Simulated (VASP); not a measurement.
Here is a VASP 6.6.1 calculation.

INCAR

```
SYSTEM = Te
PREC     = Accurate       ! precision mode
ENCUT    = 520            ! plane-wave cutoff, eV
EDIFF    = 1E-6           ! SCF threshold, eV
ISMEAR   = -1             ! smearing method
SIGMA    = 0.08           ! smearing width, eV
LREAL    = .FALSE.        ! projectors in reciprocal space
LASPH    = .TRUE.         ! aspherical terms in the spheres
NELM     = 80             ! most SCF steps
ALGO     = Normal         ! electronic algorithm
ISIF     = 2              ! what is computed and relaxed
LWAVE    = .FALSE.        ! write WAVECAR
LCHARG   = .FALSE.        ! write CHGCAR
GGA      = PE             ! functional
NBANDS   = 9              ! bands
```

File KPOINTS:

```
regular mesh
0
G
  12 12 12
  0 0 0
```

POSCAR

```
Te
1.0
    3.1146726542      0.0000000000      0.0000000000
    0.0000000000      3.1146726542      0.0000000000
    0.0000000000      0.0000000000      3.1146726542
Te
1
Direct
    0.0000000000      0.0000000000      0.0000000000
```

Potentials or basis: VASP PAW PBE potentials, release 64 (Te).

The run is started by

```console
$ cat potpaw_PBE.64/Te/POTCAR > POTCAR
$ mpirun -np 1 vasp_std > vasp.out
```

(1) Estimate the band gap on the k mesh.

(2) What does it give for the pressure?

Results:

(1) zero (band 3 reaches 10.36 eV, above the bottom of band 4 at 4.26 eV).

(2) 5.1 GPa.

Caveat: spin-orbit coupling is left out, which moves the levels of the heavy elements.
